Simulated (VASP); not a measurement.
The system is CoO.

```
Co O
1.0
     0.00000    2.21550    2.21550
     2.21550    0.00000    2.21550
     2.21550    2.21550    0.00000
Co O
1 1
Direct
  0.00000 0.00000 0.00000
  0.50000 0.50000 0.50000
```

| Property | Result |
| --- | --- |
| Program | VASP 6.6.1 |
| Task | relaxation of cell and atoms |
| Functional | PBE |
| Potentials or basis | VASP PAW PBE potentials, release 64 (Co, O) |
| Cutoff | 600 eV |
| k mesh | 13 × 13 × 13 |
| Occupations | fermi-dirac, width 0.1 eV |
| Spin | collinear spin, ferromagnetic start |
| Starting moments | [1.7, 0.0] μB |
| Hubbard terms | Co d U = 4.0 eV |

At the start: pressure -17.1 GPa; volume 10.87 Å³/atom.

**Question.** How do energy, volume and symmetry change on relaxing?

**Answer.** Over 3 steps the energy falls by 77.8 meV/atom and the volume is 9.58 Å³/atom (-11.9 %); space group Fm-3m (No. 225, to 0.1 Å) before and after; moment 2.98 μB per cell.

The path:
```tsv
step	energy change (eV)	largest force (eV/Å)	pressure (GPa)	volume (Å³)
1	0.0000	0.0000	-17.14	21.75
2	-0.1311	0.0000	9.32	18.29
3	-0.1555	0.0000	0.04	19.16
```

Final structure:
```
Co O
1.0
     0.00000    2.12389    2.12389
     2.12389    0.00000    2.12389
     2.12389    2.12389    0.00000
Co O
1 1
Direct
  0.00000 0.00000 0.00000
  0.50000 0.50000 0.50000
```

Caveat: a cell with one magnetic atom can't hold antiferromagnetic order, which such compounds often take.
